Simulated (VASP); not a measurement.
GaCuSe2:

```xyz
8
Lattice="-2.8096 2.8096 5.5130 2.8096 -2.8096 5.5130 2.8096 2.8096 -5.5130" Properties=species:S:1:pos:R:3 pbc="T T T"
Se    1.4048   -1.4013    4.1348
Se    1.4013    1.4048    6.8913
Se    1.4048    4.2108   -1.3783
Se    1.4083    1.4048    1.3783
Ga    2.8096    0.0000    2.7565
Ga    0.0000    0.0000    5.5130
Cu    0.0000    2.8096    2.7565
Cu    0.0000    0.0000    0.0000
```

Program: VASP 6.6.1. Alike in all runs: task single point; no spin polarisation; cell as given; k mesh 6 × 6 × 6.

Problem. Order these runs on this cell by their pressure, lowest first.
A. level PBE; potentials or basis VASP PAW PBE potentials, release 64 (Se, Ga_d, Cu); cutoff (eV) 400; smearing gaussian 0.03 eV; tolerance level tight; purpose restart; start from scratch
B. level LDA; potentials or basis VASP PAW LDA potentials, release 64 (Se, Ga_d, Cu); cutoff (eV) 520; smearing gaussian 0.01 eV; dipole correction no
C. level PBEsol; potentials or basis VASP PAW PBE potentials, release 64 (Se, Ga_d, Cu); cutoff (eV) 520; smearing gaussian 0.01 eV; dipole correction no

Solution. B (-2.7 GPa), C (-0.5 GPa), A (2.8 GPa).

Caveats: the PAW data sets were made with another functional, which shifts forces and pressure a little (at least some runs).
